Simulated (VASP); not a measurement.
Runs of VASP 6.6.1 on Se. The structure is that of space group P3_121 (No. 152), or close to it. The cells are those of the table. 

| cell | gap on the mesh (eV) | pressure (GPa) | largest force (eV/Å) |
| --- | --- | --- | --- |
| a = 4.330, b = 4.330, c = 4.912 Å, angles 90.0, 90.0, 120.0°, 3 atoms | 1.22 | 4.6 | 0.71 |
| a = 4.254, b = 4.254, c = 4.827 Å, angles 90.0, 90.0, 120.0°, 3 atoms | 1.16 | (c) | 1.35 |
| a = 4.473, b = 4.473, c = 5.074 Å, angles 90.0, 90.0, 120.0°, 3 atoms | 1.26 | (a) | 0.26 |
| a = 4.438, b = 4.438, c = 5.035 Å, angles 90.0, 90.0, 120.0°, 3 atoms | 1.27 | (b) | 0.05 |
| a = 4.402, b = 4.402, c = 4.995 Å, angles 90.0, 90.0, 120.0°, 3 atoms | 1.26 | 1.5 | 0.18 |

Alike in all rows: task single point; level PBE; potentials or basis VASP PAW PBE potentials, release 64 (Se); no spin polarisation; k mesh 5 × 5 × 4; cutoff (eV) 500; smearing gaussian 0.01 eV.

Task: Fill in the values left out.

Result: (a) -1.0; (b) 0.2; (c) 8.7.

Caveats: an odd mesh through Γ misses points on the zone boundary, where band edges can lie; the cell stands under pressure (at least some runs); forces of over 1 eV/Å act on the atoms, so gaps and moduli don't describe the material at rest (at least some runs).

A k mesh can miss the band edges, and the runs leave out spin-orbit coupling on Se.
